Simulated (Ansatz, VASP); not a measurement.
# Ti: VASP beside Ansatz

File POSCAR:

```
Ti
1.0
   -1.6188216056      1.6188216056      1.6188216056
    1.6188216056     -1.6188216056      1.6188216056
    1.6188216056      1.6188216056     -1.6188216056
Ti
1
Direct
    0.0000000000      0.0000000000      0.0000000000
```

File INCAR.step1:

```
ALGO = Normal
EDIFF = 1E-4
ENCUT = 520
GGA = PE
ISMEAR = -1
LASPH = T
LCHARG = F
LREAL = F
LWAVE = T
NBANDS = 12
NELM = 60
PREC = Accurate
SIGMA = 0.05
```

File INCAR.step2:

```
ALGO = Normal
EDIFF = 1E-6
ENCUT = 520
ISIF = 2
ISMEAR = -1
ISTART = 1
LASPH = T
LCHARG = F
LMIXTAU = T
LREAL = F
LWAVE = F
METAGGA = R2SCAN
NBANDS = 12
NELM = 60
PREC = Accurate
SIGMA = 0.05
```

KPOINTS

```
k-points
0
Gamma
  11 11 11
```

File input.yaml:

```yaml
crystal:
  lattice:
    - [-1.6188216056, 1.6188216056, 1.6188216056]
    - [1.6188216056, -1.6188216056, 1.6188216056]
    - [1.6188216056, 1.6188216056, -1.6188216056]
  atoms:
    - { symbol: Ti, position: [0.0, 0.0, 0.0] }
hamiltonian:
  xc: r2scan
  pseudopotentials: { kind: paw }
kpoints:
  mp_grid: { grid: [11, 11, 11] }
scf:
  occupations: { method: fermi_dirac, width: 0.05 }
output:
  forces: true
  stress: true
  eigenvalues: true
  write_density: true
  write_potential: true
  elf: true
  volumetric_format: npy
```

Alike in both runs: task single point; functional r2SCAN; k mesh 11 × 11 × 11; occupations fermi-dirac, width 0.05 eV; no spin polarisation.

```csv
,VASP,Ansatz
version,VASP 6.6.1,Ansatz 0.2.0
potentials or method,"VASP PAW PBE potentials, release 64 (Ti_sv)",Ansatz PAW
plane-wave cutoff (eV),520,500
valence electrons in the cell,12,12
```

Ansatz gave:

- gap on the k mesh at the Fermi level (eV): none
- pressure (GPa): 1.6

Problem. Which values does VASP return?

Solution. gap on the k mesh at the Fermi level (eV): none; pressure (GPa): 1.9.

VASP's potentials were made for PBE, not for r2SCAN. A gap of «none» marks a metal or a gap that the smearing closes.
